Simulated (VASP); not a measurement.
## SiC: single point with r2SCAN

The system is SiC.

```
CELL_PARAMETERS angstrom
0.01634 2.17814 2.17814
2.19448 0.00000 2.19448
2.17814 2.17814 0.01634
ATOMIC_POSITIONS crystal
Si 0.00000 0.00000 0.00000
C 0.75000 0.75000 0.75000
```

This cell differs from its parent crystal: strain +0.0150 x Voigt [0, 0, 0, 0, 1, 0].

```
Program                : VASP 6.6.1
Task                   : single point
Functional             : r2SCAN
Potentials or basis    : VASP PAW PBE potentials, release 64 (Si, C)
Cutoff                 : 520 eV
k mesh                 : 10 × 10 × 10
Occupations            : gaussian, width 0.05 eV
Spin                   : no spin polarisation
Dipole correction      : no
Further INCAR settings : ALGO = Normal; EDIFF = 1e-07; NBANDS = 11
```

- Pressure: -0.1 GPa
- Largest force: 0.114 eV/Å
- Band gap on the k mesh: 1.67 eV, indirect (least direct gap 4.93 eV)

Forces on the atoms (eV/Å):
```
Si   0.000 -0.114  0.000
C    0.000  0.114  0.000
```

Stress tensor (GPa, compression positive):
```
-0.09  0.00 -4.28
 0.00 -0.15  0.00
-4.28  0.00 -0.09
```

Levels at points of the mesh, in eV from the valence-band top:
```
           k point  band 1  band 2  band 3  band 4  band 5  band 6  band 7  band 8
(0.00, 0.00, 0.00)  -16.23   -0.09   -0.05    0.00    6.74    7.63    7.88    8.00
(0.50, 0.00, 0.00)  -12.55   -8.86   -1.20   -1.19    5.84    7.56    7.73   10.88
(0.00, 0.50, 0.00)  -12.66   -8.88   -1.11   -1.10    6.07    7.70    7.86   10.95
(0.50, 0.50, 0.00)  -11.14   -8.10   -3.38   -3.38    1.68    4.78   15.06   15.10
(0.50, 0.00, 0.50)  -11.14   -8.10   -3.50   -3.26    1.67    4.80   15.08   15.13
```

Run time: 51 s on 1 thread of Intel(R) Xeon(R) 6975P-C (Granite Rapids), on a shared host, peak memory 0.16 GiB.

Caveat: the cell differs from its parent crystal (strain +0.0150 x Voigt [0, 0, 0, 0, 1, 0]); the PAW data sets were made with another functional, which shifts forces and pressure a little. A k mesh can miss the band edges.
